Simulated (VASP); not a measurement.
# I (I4/mmm) in VASP: further runs, part 2 of 2

VASP 6.6.1.

## (4) Single point, revPBE, non-collinear spin, zero start, spin-orbit coupling

This run uses another cell than the first one, of 44.63 Å³/atom.

Contents of INCAR:

```
  PREC = Accurate
  ENCUT = 520
  EDIFF = 1E-7
  ISMEAR = 1
  SIGMA = 0.1
  LREAL = False
  LASPH = True
  NELM = 150
  ALGO = Normal
  ISIF = 2
  LWAVE = False
  LCHARG = False
  MAGMOM = 0 0 0
  LORBIT = 11
  LSORBIT = True
  GGA_COMPAT = False
  LORBMOM = True
  GGA = RE
  NBANDS = 18
```

Contents of KPOINTS:

```
regular mesh
0
Gamma
  11 11 11
```

Contents of POSCAR:

```
I
1.0
   -1.6174560000      1.6174560000      4.2648080000
    1.6174560000     -1.6174560000      4.2648080000
    1.6174560000      1.6174560000     -4.2648080000
I
1
Direct
    0.0000000000      0.0000000000      0.0000000000
```

Potentials or basis: VASP PAW PBE potentials, release 64 (I).

The run is started by

```bash
$ cat potpaw_PBE.64/I/POTCAR > POTCAR
$ mpirun -np 1 vasp_ncl > vasp.out
```

OUTCAR:

```text
PREC = Accurate
   ENCUT = 520
   EDIFF = 1E-7
   ISMEAR = 1
   LREAL = False
   LASPH = True
   NELM = 150
   ISIF = 2
   LORBIT = 11
   LSORBIT = True
   GGA = RE

 ion  position               nearest neighbor table
   1  0.000  0.000  0.000-

  LATTYP: Found a body centered tetragonal cell.
 ALAT       =     3.2349120000
 C/A-ratio  =     2.6367381864

  Lattice vectors:

 A1 = (  -1.6174560000,   1.6174560000,   4.2648080000)
 A2 = (   1.6174560000,  -1.6174560000,   4.2648080000)
 A3 = (   1.6174560000,   1.6174560000,  -4.2648080000)

Analysis of symmetry for initial positions (statically):
=====================================================================
 Subroutine PRICEL returns:
 Original cell was already a primitive cell.

 Routine SETGRP: Setting up the symmetry group for a
 body centered tetragonal supercell.

 Subroutine GETGRP returns: Found 16 space group operations
 (whereof 16 operations were pure point group operations)
 out of a pool of 16 trial point group operations.

The static configuration has the point symmetry D_4h.

Analysis of symmetry for dynamics (positions and initial velocities):
=====================================================================
 Subroutine PRICEL returns:
 Original cell was already a primitive cell.

 Routine SETGRP: Setting up the symmetry group for a
 body centered tetragonal supercell.

 Subroutine GETGRP returns: Found 16 space group operations
 (whereof 16 operations were pure point group operations)
 out of a pool of 16 trial point group operations.

The dynamic configuration has the point symmetry D_4h.

Analysis of structural, dynamic, and magnetic symmetry:
=====================================================================
 Subroutine PRICEL returns:
 Original cell was already a primitive cell.

 Routine SETGRP: Setting up the symmetry group for a
 body centered tetragonal supercell.

 Subroutine GETGRP returns: Found 16 space group operations
 (whereof 16 operations were pure point group operations)
 out of a pool of 16 trial point group operations.

The overall configuration has the point symmetry D_4h.

 Subroutine INISYM returns: Found 16 space group operations
 (whereof 16 operations are pure point group operations),
 and found     1 'primitive' translations

----------------------------------------------------------------------------------------

                                     Primitive cell

  volume of cell :      44.6297

  direct lattice vectors                    reciprocal lattice vectors
    -1.617456000  1.617456000  4.264808000     0.000000000  0.309127420  0.117238572
     1.617456000 -1.617456000  4.264808000     0.309127420  0.000000000  0.117238572
     1.617456000  1.617456000 -4.264808000     0.309127420  0.309127420  0.000000000

  length of vectors
     4.839515999  4.839515999  4.839515999     0.330612529  0.330612529  0.437172190

  position of ions in fractional coordinates (direct lattice)
     0.000000000  0.000000000  0.000000000

  ion indices of the primitive-cell ions
   primitive index   ion index
[... 98 lines left out ...]
   GGA     = RE    functional components
   LHFCALC =     F    Hartree Fock is set to
   AEXX    =    0.0000 exact exchange contribution
   IVDW    =     0    specifies the selected vdW correction
   LEPSILON=     F    determine dielectric tensor
   LRPA    =     F    only Hartree local field effects (RPA)
 Methfessel and Paxton  Order N= 1 SIGMA  =   0.10
  energy-cutoff  :      520.00
  volume of cell :       44.63
 maximum number of plane-waves:      2448
   NGX = 17   NGY = 17   NGZ = 17

 number of electron       6.9999999 magnetization       0.0000000      0.0000000      0.0000000

 number of electron       6.9999999 magnetization       0.0000000     -0.0000000      0.0000000

 number of electron       6.9999999 magnetization      -0.0000000      0.0000000     -0.0000000

 Free energy of the ion-electron system (eV)
  ---------------------------------------------------
  ext. energy  EPLUGINS =         0.00000000
  ---------------------------------------------------
  free energy    TOTEN  =        -1.33930472 eV

  energy without entropy =       -1.33940597  energy(sigma->0) =       -1.33933847

 E-fermi :   2.6249     XC(G=0):  -7.5633

 val. band max:        2.6108820516   @ k =  -0.2727  -0.3636   0.2727
 cond. band min:       2.6526987467   @ k =  -0.1818  -0.2727   0.1818
 fundamental gap:      0.0418166951
 Fermi energy:         2.6249016383

 k-point     1 :       0.0000    0.0000    0.0000
  band No.  band energies     occupation
      1     -10.9603      1.00000
      2     -10.9603      1.00000
      3       0.3200      1.00000
      4       0.3200      1.00000
      5       3.2185     -0.00000
      6       3.2185     -0.00000
[... 481 lines left out ...]
      5       1.5692      1.00000
      6       1.5692      1.00000
[... 10 lines left out ...]
     17      13.5735      0.00000
     18      13.5735      0.00000

 [... further k-points ...]

------------------------ aborting loop because EDIFF is reached ----------------------------------------

  FORCE on cell =-STRESS in cart. coord.  units (eV):
  Direction    XX          YY          ZZ          XY          YZ          ZX
  --------------------------------------------------------------------------------------
  -------------------------------------------------------------------------------------
  Total        0.4368055      0.4368055      0.2457264      0.0000000     -0.0000000      0.0000000
  in kB       15.6810163     15.6810163      8.8214096      0.0000000     -0.0000000      0.0000000
  external PRESSURE =      13.3944807 kB  Pullay stress =       0.0000000 kB

 VOLUME and BASIS-vectors are now :
 -----------------------------------------------------------------------------
  energy-cutoff  :      520.00
  volume of cell :       44.63
      direct lattice vectors                 reciprocal lattice vectors
    -1.617456000  1.617456000  4.264808000     0.000000000  0.309127420  0.117238572
     1.617456000 -1.617456000  4.264808000     0.309127420  0.000000000  0.117238572
     1.617456000  1.617456000 -4.264808000     0.309127420  0.309127420  0.000000000

 POSITION                                       TOTAL-FORCE (eV/Angst)
 -----------------------------------------------------------------------------------
      0.00000      0.00000      0.00000         0.000000      0.000000     -0.000000
 -----------------------------------------------------------------------------------
    total drift:                                0.000000      0.000000      0.000000

  FREE ENERGIE OF THE ION-ELECTRON SYSTEM (eV)
  ---------------------------------------------------
  free  energy   TOTEN  =        -1.3393047231 eV

  energy  without entropy=       -1.3394059723  energy(sigma->0) =       -1.33933847

 orbital moment (x)

 # of ion     p       d       tot
 ----------------------------------------
  1         0.000   0.000   0.000
 ----------------------------------------
            0.000   0.000   0.000

 orbital moment (y)

 # of ion     p       d       tot
 ----------------------------------------
  1        -0.000   0.000  -0.000
 ----------------------------------------
           -0.000   0.000  -0.000

 orbital moment (z)

 # of ion     p       d       tot
 ----------------------------------------
  1         0.000   0.000   0.000
 ----------------------------------------
            0.000   0.000   0.000

 Spin-Orbit-Coupling matrix elements

 Ion:    1  E_soc:     -0.3487232
 l=   1
     0.0000000    -0.0525539    -0.0689930
    -0.0525539     0.0000000    -0.0525539
    -0.0689930    -0.0525539     0.0000000
 l=   2
     0.0000000     0.0000068     0.0000000     0.0000068    -0.0000969
     0.0000068     0.0000000    -0.0000431    -0.0000028    -0.0000443
     0.0000000    -0.0000431     0.0000000    -0.0000431     0.0000000
     0.0000068    -0.0000028    -0.0000431     0.0000000    -0.0000443
    -0.0000969    -0.0000443     0.0000000    -0.0000443     0.0000000
 l=   3
     0.0000000     0.0000000     0.0000000     0.0000000     0.0000000     0.0000000     0.0000000
     0.0000000     0.0000000     0.0000000     0.0000000     0.0000000     0.0000000     0.0000000
     0.0000000     0.0000000     0.0000000     0.0000000     0.0000000     0.0000000     0.0000000
     0.0000000     0.0000000     0.0000000     0.0000000     0.0000000     0.0000000     0.0000000
     0.0000000     0.0000000     0.0000000     0.0000000     0.0000000     0.0000000     0.0000000
     0.0000000     0.0000000     0.0000000     0.0000000     0.0000000     0.0000000     0.0000000
     0.0000000     0.0000000     0.0000000     0.0000000     0.0000000     0.0000000     0.0000000

 total charge

# of ion       s       p       d       tot
------------------------------------------
    1        1.549   2.619   0.026   4.195

 magnetization (x)

# of ion       s       p       d       tot
------------------------------------------
    1       -0.000   0.000   0.000  -0.000

 magnetization (y)

# of ion       s       p       d       tot
------------------------------------------
    1       -0.000  -0.000   0.000  -0.000

 magnetization (z)

# of ion       s       p       d       tot
------------------------------------------
    1        0.000   0.000   0.000   0.000
```

Wall time 6.7 min (1 thread of Intel Xeon Platinum 8375C at 2.90GHz (Ice Lake), shared host); peak memory 0.44 GiB.

What came out:

| Quantity | Value |
| --- | --- |
| Free energy | -1.3393 eV |
| Pressure | 1.3 GPa |
| Net moment | 0.00 μB per cell |
| Valence electrons inside the program's atomic spheres | I 4.20 |

Moments on the atoms (μB; x, y, z):
```
I   0.00 0.00 0.00
```

Caveat: the PAW data sets were made with another functional, which shifts forces and pressure a little.

## (5) Overview

| level | spin | cell | smearing | gap on the mesh (eV) | pressure (GPa) |
| --- | --- | --- | --- | --- | --- |
| PBE | off | a = 4.903 Å, angles 140.9, 140.9, 56.4°, 1 atom | fermi-dirac 0.05 eV | none | -0.7 |
| PBE | off | a = 4.934 Å, angles 140.9, 140.9, 56.4°, 1 atom | fermi-dirac 0.05 eV | none | -1.0 |
| revPBE | non-collinear, zero start, SOC | a = 4.840 Å, angles 140.9, 140.9, 56.4°, 1 atom | methfessel-paxton 0.1 eV | - | 1.3 |

Alike in all rows: task single point; potentials or basis VASP PAW PBE potentials, release 64 (I); k mesh 11 × 11 × 11; cutoff (eV) 520.

Caveats: spin-orbit coupling is left out, which moves the levels of the heavy elements (at least some runs); an odd number of electrons without spin polarisation forces a metal (at least some runs); a magnetic or distorted state may lie lower (at least some runs); the PAW data sets were made with another functional, which shifts forces and pressure a little (at least some runs).

Absolute energies hang on the potentials; compare differences alone.
